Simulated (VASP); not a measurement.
# CdO (Monteponite) (Fm-3m) in VASP: notebook

The runs below take CdO (Monteponite) through single point, with PBEsol, BLYP.

All numbers are computed with VASP 6.6.1; they aren't measurements. Logs are shortened: lines on timing, memory, paths and dates and some standing lists are left out, and cuts for length are marked.

## (1) The cell of the first run

It takes space group Fm-3m (No. 225, cubic). Conventional cell: a = 4.699 Å, b = 4.699 Å, c = 4.699 Å, α = 90.00°, β = 90.00°, γ = 90.00°. Cd (site symmetry m-3m) has 6 O at 2.35 Å within 3.1 Å. O (site symmetry m-3m) has 6 Cd at 2.35 Å within 3.1 Å.

## (2) Single point, PBEsol

File INCAR:

```
SYSTEM = CdO
ALGO = Normal
EDIFF = 1E-6
ENCUT = 600
GGA = PS
GGA_COMPAT = .False.
ISIF = 2
ISMEAR = 0
LASPH = .True.
LCHARG = .False.
LREAL = .False.
LWAVE = .False.
NBANDS = 16
NELM = 120
PREC = Accurate
SIGMA = 0.1
```

File KPOINTS:

```
k-points
0
Gamma
  10 10 10
  0 0 0
```

File POSCAR:

```
CdO
1.0
    3.3226947600      0.0000000000      0.0000000000
    1.6613473800      2.8775380712      0.0000000000
    1.6613473800      0.9591793571      2.7129689110
Cd O
1 1
Direct
    0.0000000000      0.0000000000      0.0000000000
    0.5000000000      0.5000000000      0.5000000000
```

Potentials or basis: VASP PAW PBE potentials, release 64 (Cd, O).

Launch:

```
cat potpaw_PBE.64/Cd/POTCAR potpaw_PBE.64/O/POTCAR > POTCAR
mpirun -np 1 vasp_std > vasp.out
```

OUTCAR:

```text
SYSTEM = CdO
   EDIFF = 1E-6
   ENCUT = 600
   GGA = PS
   ISIF = 2
   ISMEAR = 0
   LASPH = .True.
   LREAL = .False.
   NELM = 120
   PREC = Accurate

 ion  position               nearest neighbor table
   1  0.000  0.000  0.000-   2 2.35   2 2.35   2 2.35   2 2.35   2 2.35   2 2.35
   2  0.500  0.500  0.500-   1 2.35   1 2.35   1 2.35   1 2.35   1 2.35   1 2.35

  LATTYP: Found a face centered cubic cell.
 ALAT       =     4.6989999932

  Lattice vectors:

 A1 = (   3.3226947600,   0.0000000000,   0.0000000000)
 A2 = (   1.6613473800,   2.8775380712,   0.0000000000)
 A3 = (   1.6613473800,   0.9591793571,   2.7129689110)

Analysis of symmetry for initial positions (statically):
=====================================================================
 Subroutine PRICEL returns:
 Original cell was already a primitive cell.

 Routine SETGRP: Setting up the symmetry group for a
 face centered cubic supercell.

 Subroutine GETGRP returns: Found 48 space group operations
 (whereof 48 operations were pure point group operations)
 out of a pool of 48 trial point group operations.

The static configuration has the point symmetry O_h .

Analysis of symmetry for dynamics (positions and initial velocities):
=====================================================================
 Subroutine PRICEL returns:
 Original cell was already a primitive cell.

 Routine SETGRP: Setting up the symmetry group for a
 face centered cubic supercell.

 Subroutine GETGRP returns: Found 48 space group operations
 (whereof 48 operations were pure point group operations)
 out of a pool of 48 trial point group operations.

The dynamic configuration has the point symmetry O_h .

 Subroutine INISYM returns: Found 48 space group operations
 (whereof 48 operations are pure point group operations),
 and found     1 'primitive' translations

----------------------------------------------------------------------------------------

                                     Primitive cell

  volume of cell :      25.9392

  direct lattice vectors                    reciprocal lattice vectors
     3.322694760  0.000000000  0.000000000     0.300960537 -0.173759647 -0.122866625
     1.661347380  2.877538071  0.000000000     0.000000000  0.347519294 -0.122866625
     1.661347380  0.959179357  2.712968911     0.000000000  0.000000000  0.368599874

  length of vectors
     3.322694760  3.322694760  3.322694760     0.368599874  0.368599874  0.368599874

  position of ions in fractional coordinates (direct lattice)
     0.000000000  0.000000000  0.000000000
     0.500000000  0.500000000  0.500000000

  ion indices of the primitive-cell ions
   primitive index   ion index
                 1           1
                 2           2

----------------------------------------------------------------------------------------

 KPOINTS: k-points

Automatic generation of k-mesh.
 Grid dimensions read from file:
 generate k-points for:   10   10   10

 Generating k-lattice:

  Cartesian coordinates                     Fractional coordinates (reciprocal lattice)
     0.030096054 -0.017375965 -0.012286662     0.100000000  0.000000000 -0.000000000
     0.000000000  0.034751929 -0.012286662     0.000000000  0.100000000 -0.000000000
     0.000000000  0.000000000  0.036859987     0.000000000  0.000000000  0.100000000

  Length of vectors
     0.036859987  0.036859987  0.036859987

  Shift w.r.t. Gamma in fractional coordinates (k-lattice)
     0.000000000  0.000000000  0.000000000

 Subroutine IBZKPT returns following result:
 ===========================================

 Found     47 irreducible k-points:

 Following reciprocal coordinates:
            Coordinates               Weight
  0.000000  0.000000  0.000000      1.000000
  0.100000  0.000000 -0.000000      8.000000
  0.200000  0.000000 -0.000000      8.000000
  0.300000 -0.000000 -0.000000      8.000000
  0.400000  0.000000 -0.000000      8.000000
  0.500000  0.000000 -0.000000      4.000000
[... 16 lines left out ...]
  0.300000  0.300000 -0.000000      6.000000
  0.400000  0.300000  0.000000     24.000000
 [... further k-points ...]
   k-points           NKPTS =     47   k-points in BZ     NKDIM =     47   number of bands    NBANDS=     16
   number of dos      NEDOS =    301   number of ions     NIONS =      2
   total plane-waves  NPLWV =  21952
   dimension x,y,z NGX =    28 NGY =   28 NGZ =   28
   dimension x,y,z NGXF=    56 NGYF=   56 NGZF=   56
   ions per type =               1   1
   NGX,Y,Z   is equivalent  to a cutoff of  14.01, 14.01, 14.01 a.u.
   NGXF,Y,Z  is equivalent  to a cutoff of  28.02, 28.02, 28.02 a.u.
 SYSTEM =  CdO
   PREC   = accura    normal or accurate (medium, high low for compatibility)
   ISTART =      0    job   : 0-new  1-cont  2-samecut
   ICHARG =      2    charge: 1-file 2-atom 10-const
   ISPIN  =      1    spin polarized calculation?
   LNONCOLLINEAR =      F non collinear calculations
   LSORBIT =      F    spin-orbit coupling
   LASPH  =      T    aspherical Exc in radial PAW
   ENCUT  =  600.0 eV  44.10 Ry    6.64 a.u.   6.64  6.64  6.64*2*pi/ulx,y,z
   NELM   =    120;   NELMIN=  2; NELMDL= -5     # of ELM steps
   EDIFF  = 0.1E-05   stopping-criterion for ELM
   LREAL  =      F    real-space projection
   EDIFFG = 0.1E-04   stopping-criterion for IOM
   NSW    =      0    number of steps for IOM
   IBRION =     -1    ionic relax: 0-MD 1-quasi-New 2-CG
   NFREE  =      0    steps in history (QN), initial steepest desc. (CG)
   ISIF   =      2    stress and relaxation
   ISYM   =      2    0-nonsym 1-usesym 2-fastsym
   POTIM  = 0.5000    time-step for ionic-motion
   TEBEG  =    0.0;   TEEND  =   0.0 temperature during run
   PSTRESS=    0.0 pullay stress
   NELECT =      18.0000    total number of electrons
   NUPDOWN=      -1.0000    fix difference up-down
   EMIN   =  10.00;   EMAX   =-10.00  energy-range for DOS
   EFERMI =   0.00;   METHOD = LEGACY
   ISMEAR =     0;   SIGMA  =   0.10  broadening in eV -4-tet -1-fermi 0-gaus
   EFERMI_NEDOS =   21; number of points for ismear=-14 and -15
   IALGO  =     38    algorithm
   IMIX   =      4    mixing-type and parameters
     AMIX     =   0.40;   BMIX     =  1.00
     AMIX_MAG =   1.60;   BMIX_MAG =  1.00
  volume/ion in A,a.u.               =      12.97        87.52
  Fermi-wavevector in a.u.,A,eV,Ry     =   1.449373  2.738918 28.581522  2.100683
  Thomas-Fermi vector in A             =   2.567107
   LORBIT       =      0    0 simple, 1 ext, 2 COOP (PROOUT), +10 PAW based schemes
   GGA     = PS    functional components
   LHFCALC =     F    Hartree Fock is set to
   AEXX    =    0.0000 exact exchange contribution
   IVDW    =     0    specifies the selected vdW correction
   LEPSILON=     F    determine dielectric tensor
   LRPA    =     F    only Hartree local field effects (RPA)
 non-spin polarized calculation
 Gauss-broadening in eV      SIGMA  =   0.10
  energy-cutoff  :      600.00
  volume of cell :       25.94
 maximum number of plane-waves:       893
   NGX = 13   NGY = 13   NGZ = 13

 number of electron      18.0000002 magnetization

 Free energy of the ion-electron system (eV)
  ---------------------------------------------------
  ext. energy  EPLUGINS =         0.00000000
  ---------------------------------------------------
  free energy    TOTEN  =        -8.50590694 eV

  energy without entropy =       -8.50558506  energy(sigma->0) =       -8.50574600

 E-fermi :   1.9927     XC(G=0): -11.9633

 val. band max:        1.8837856310   @ k =   0.5000   0.0000  -0.0000
 cond. band min:       2.4072013387   @ k =   0.1000   0.0000  -0.0000
 fundamental gap:      0.5234157077
 Fermi energy:         1.9926898446

 k-point     1 :       0.0000    0.0000    0.0000
  band No.  band energies     occupation
      1     -15.4421      2.00000
      2      -4.7774      2.00000
      3      -4.7774      2.00000
      4      -4.7774      2.00000
      5      -4.4726      2.00000
      6      -4.4726      2.00000
[... 8 lines left out ...]
     15      19.9464      0.00000
     16      19.9464      0.00000

 k-point     2 :       0.1000    0.0000   -0.0000
  band No.  band energies     occupation
      1     -15.3712      2.00000
      2      -4.8203      2.00000
      3      -4.7611      2.00000
      4      -4.7611      2.00000
      5      -4.5418      2.00000
      6      -4.5418      2.00000
[... 8 lines left out ...]
     15      20.2096      0.00000
     16      20.2096      0.00000

 k-point     3 :       0.2000    0.0000   -0.0000
  band No.  band energies     occupation
      1     -15.1789      2.00000
      2      -4.9845      2.00000
      3      -4.8861      2.00000
      4      -4.8861      2.00000
      5      -4.5325      2.00000
      6      -4.5325      2.00000
[... 8 lines left out ...]
     15      20.8320      0.00000
     16      20.8320      0.00000

 k-point     4 :       0.3000   -0.0000   -0.0000
  band No.  band energies     occupation
      1     -14.9264      2.00000
      2      -5.3027      2.00000
      3      -5.1334      2.00000
      4      -5.1334      2.00000
      5      -4.3911      2.00000
      6      -4.3911      2.00000
[... 8 lines left out ...]
     15      21.7837      0.00000
     16      21.7837      0.00000
[... 324 lines left out ...]
 k-point    22 :      -0.2000    0.2000    0.0000
  band No.  band energies     occupation
      1     -14.8848      2.00000
      2      -5.2859      2.00000
      3      -5.1626      2.00000
      4      -4.9905      2.00000
      5      -4.5133      2.00000
      6      -4.2102      2.00000
[... 8 lines left out ...]
     15      21.2039      0.00000
     16      22.5108      0.00000

 k-point    23 :       0.3000    0.3000   -0.0000
  band No.  band energies     occupation
      1     -14.9186      2.00000
      2      -5.0911      2.00000
      3      -5.0673      2.00000
      4      -4.4137      2.00000
      5      -4.4137      2.00000
      6      -4.2950      2.00000
[... 8 lines left out ...]
     15      25.9229      0.00000
     16      26.1555      0.00000

 k-point    24 :       0.4000    0.3000    0.0000
  band No.  band energies     occupation
      1     -14.8212      2.00000
      2      -5.1493      2.00000
      3      -4.8899      2.00000
      4      -4.4882      2.00000
      5      -4.3047      2.00000
      6      -4.1739      2.00000
[... 8 lines left out ...]
     15      25.5151      0.00000
     16      25.9938      0.00000

 [... further k-points ...]
[... 5 lines left out ...]
  --------------------------------------------------------------------------------------
  -------------------------------------------------------------------------------------
  Total        0.0855275      0.0855275      0.0855275      0.0000000      0.0000000      0.0000000
  in kB        5.2827469      5.2827469      5.2827469      0.0000000      0.0000000      0.0000000
  external PRESSURE =       5.2827469 kB  Pullay stress =       0.0000000 kB

 VOLUME and BASIS-vectors are now :
 -----------------------------------------------------------------------------
  energy-cutoff  :      600.00
  volume of cell :       25.94
      direct lattice vectors                 reciprocal lattice vectors
     3.322694760  0.000000000  0.000000000     0.300960537 -0.173759647 -0.122866625
     1.661347380  2.877538071  0.000000000     0.000000000  0.347519294 -0.122866625
     1.661347380  0.959179357  2.712968911     0.000000000  0.000000000  0.368599874

 POSITION                                       TOTAL-FORCE (eV/Angst)
 -----------------------------------------------------------------------------------
      0.00000      0.00000      0.00000         0.000000      0.000000      0.000000
      3.32269      1.91836      1.35648        -0.000000     -0.000000      0.000000
 -----------------------------------------------------------------------------------
    total drift:                                0.000000      0.000000      0.000000

  FREE ENERGIE OF THE ION-ELECTRON SYSTEM (eV)
  ---------------------------------------------------
  free  energy   TOTEN  =        -8.5059069447 eV

  energy  without entropy=       -8.5055850553  energy(sigma->0) =       -8.50574600
```

It took 18 s on 1 thread of Intel Xeon Platinum 8375C at 2.90GHz (Ice Lake), shared host; peak memory 0.17 GiB.

What came out:

| Item | Value |
| --- | --- |
| Free energy | -8.5059 eV |
| Pressure | 0.5 GPa |
| Band gap on the k mesh | zero (band 9 reaches 1.88 eV, above the bottom of band 10 at 1.35 eV) |

Caveat: the PAW data sets were made with another functional, which shifts forces and pressure a little.

## (3) Single point, PBEsol

File INCAR:

```
SYSTEM = CdO
PREC = Accurate
ENCUT = 600
EDIFF = 1E-6
ISMEAR = 0
SIGMA = 0.05
LREAL = .False.
LASPH = .True.
NELM = 120
ALGO = Normal
ISIF = 2
LWAVE = .False.
LCHARG = .True.
GGA = PS
LELF = .True.
LVHAR = .True.
NBANDS = 16
GGA_COMPAT = .False.
```

File KPOINTS:

```
Automatic mesh
0
Gamma
  10 10 10
  0 0 0
```

POSCAR is that of step 2.

Potentials or basis: VASP PAW PBE potentials, release 64 (Cd, O).

Launch:

```
cat potpaw_PBE.64/Cd/POTCAR potpaw_PBE.64/O/POTCAR > POTCAR
mpirun -np 1 vasp_std > vasp.out
```

It took 20 s on 1 thread of Intel Xeon Platinum 8375C at 2.90GHz (Ice Lake), shared host; peak memory 0.17 GiB.

The run converged. Its results:

```yaml
Free_energy: -8.5058 eV
Pressure: 0.5 GPa
Band_gap_on_the_k_mesh: zero (band 9 reaches 1.88 eV, above the bottom of band 10 at 1.35 eV)
```

Levels at points of the mesh, in eV from the Fermi level:
```csv
k point,band 5,band 6,band 7,band 8,band 9,band 10,band 11,band 12,band 13,band 14
"(0.00, 0.00, 0.00)",-6.40,-6.40,-1.41,-1.41,-1.41,-0.58,14.72,16.84,16.84,16.84
"(0.50, 0.00, 0.00)",-6.14,-6.14,-3.88,-0.05,-0.05,4.24,7.20,11.76,11.76,17.54
"(0.50, 0.50, 0.00)",-6.00,-5.68,-4.47,-2.40,-2.40,3.72,8.39,11.01,13.18,13.18
```

Caveat: the PAW data sets were made with another functional, which shifts forces and pressure a little.

## (4) Single point, BLYP

This run uses another cell than the first one, of 13.49 Å³/atom, 1.040 times its volume.

File INCAR:

```
PREC = Accurate
ENCUT = 600
EDIFF = 1E-6
ISMEAR = -1
SIGMA = 0.05
LREAL = False
LASPH = True
NELM = 120
ALGO = Normal
ISIF = 2
LWAVE = False
LCHARG = True
GGA = B5
ALDAX = 1.0
AGGAX = 1.0
AGGAC = 1.0
ALDAC = 0.0
LELF = True
LVHAR = True
NBANDS = 16
GGA_COMPAT = False
```

File KPOINTS:

```
Automatic mesh
0
Gamma
  10 10 10
```

File POSCAR:

```
CdO
1.0
    0.0000000000      2.3804180193      2.3804180193
    2.3804180193      0.0000000000      2.3804180193
    2.3804180193      2.3804180193      0.0000000000
Cd O
1 1
Direct
    0.0000000000      0.0000000000      0.0000000000
    0.5000000000      0.5000000000      0.5000000000
```

Launch:

```
cat potpaw_PBE.64/Cd/POTCAR potpaw_PBE.64/O/POTCAR > POTCAR
mpirun -np 1 vasp_std > vasp.out
```

It took 25 s on 1 thread of Intel Xeon 6975P-C, shared host; peak memory 0.17 GiB.

Results (log left out):

```
Free energy            : -6.9345 eV
Pressure               : 7.0 GPa
Band gap on the k mesh : zero (band 9 reaches 2.05 eV, above the bottom of band 10 at 1.69 eV)
```

Levels at points of the mesh, in eV from the Fermi level:
| k point | band 5 | band 6 | band 7 | band 8 | band 9 | band 10 | band 11 | band 12 | band 13 | band 14 |
| --- | --- | --- | --- | --- | --- | --- | --- | --- | --- | --- |
| (0.00, 0.00, 0.00) | -6.58 | -6.58 | -1.35 | -1.35 | -1.35 | -0.53 | 15.34 | 16.85 | 16.85 | 16.85 |
| (0.50, 0.00, 0.00) | -6.37 | -6.37 | -3.88 | -0.17 | -0.17 | 4.52 | 6.84 | 11.63 | 11.63 | 17.57 |
| (0.50, 0.50, 0.00) | -6.24 | -5.96 | -4.12 | -2.26 | -2.26 | 3.49 | 8.39 | 11.35 | 12.89 | 12.89 |

Caveat: the PAW data sets were made with another functional, which shifts forces and pressure a little.

## (5) Overview

| level | cell | smearing | gap on the mesh (eV) | pressure (GPa) |
| --- | --- | --- | --- | --- |
| PBEsol | a = 3.323 Å, angles 60.0°, 2 atoms | gaussian 0.1 eV | none | 0.5 |
| PBEsol | a = 3.323 Å, angles 60.0°, 2 atoms | gaussian 0.05 eV | none | 0.5 |
| BLYP | a = 3.366 Å, angles 60.0°, 2 atoms | fermi-dirac 0.05 eV | none | 7.0 |

Alike in all rows: task single point; potentials or basis VASP PAW PBE potentials, release 64 (Cd, O); no spin polarisation; k mesh 10 × 10 × 10; cutoff (eV) 600.

Caveats: the PAW data sets were made with another functional, which shifts forces and pressure a little.

Absolute energies hang on the potentials; compare differences alone.
